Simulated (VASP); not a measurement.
The system is Zn5Cd2Te.

```
Zn Cd Te
1.0
     4.20000    0.00000    0.00000
     0.00000    4.20000    0.00000
     0.00000    0.00000    8.45000
Zn Cd Te
5 2 1
Direct
  0.00000 0.50000 0.76000
  0.50000 0.50000 0.00000
  0.50000 0.00000 0.76000
  0.00000 0.50000 0.24000
  0.50000 0.00000 0.24000
  0.00000 0.00000 0.50000
  0.50000 0.50000 0.50000
  0.00000 0.00000 0.00000
```

```yaml
Program: VASP 6.6.1
Task: relaxation of cell and atoms
Functional: PBE
Potentials_or_basis: VASP PAW PBE potentials, release 64 (Zn, Cd, Te)
Cutoff: 600 eV
k_mesh: 4 × 4 × 2
Occupations: gaussian, width 0.2 eV
Spin: no spin polarisation
```

At the start: pressure 3.4 GPa; volume 18.63 Å³/atom.

**Question.** Where does the relaxation end?

**Answer.** Over 7 steps the energy falls by 26.6 meV/atom and the volume is 19.73 Å³/atom (+5.9 %); space group P4/mmm (No. 123, to 0.1 Å) before and after.

The path:
| step | energy change (eV) | largest force (eV/Å) | pressure (GPa) | volume (Å³) |
| --- | --- | --- | --- | --- |
| 1 | 0.0000 | 0.4305 | 3.44 | 149.06 |
| 2 | -0.1374 | 0.3055 | -0.06 | 157.84 |
| 3 | -0.1414 | 0.2806 | -0.76 | 160.04 |
| 4 | -0.1715 | 0.2407 | -0.56 | 159.25 |
| 5 | -0.2052 | 0.1263 | 0.13 | 157.31 |
| 6 | -0.2057 | 0.1103 | 0.23 | 157.04 |
| 7 | -0.2127 | 0.0536 | -0.01 | 157.81 |

Final structure:
```
Zn Cd Te
1.0
     4.36584    0.00000    0.00000
     0.00000    4.36584    0.00000
     0.00000    0.00000    8.27966
Zn Cd Te
5 2 1
Cartesian
  0.0000 2.1829 6.1884
  2.1829 2.1829 8.2797
  2.1829 4.3658 6.1884
  0.0000 2.1829 2.0913
  2.1829 0.0000 2.0913
  0.0000 0.0000 4.1398
  2.1829 2.1829 4.1398
  0.0000 0.0000 8.2797
```

Caveat: the k points lie up to 0.38 Å⁻¹ apart in the final cell, too coarse for converged energies and pressures of a metal; the relaxation stopped at a loose force limit of 0.08 eV/Å, so its end isn't a converged minimum.
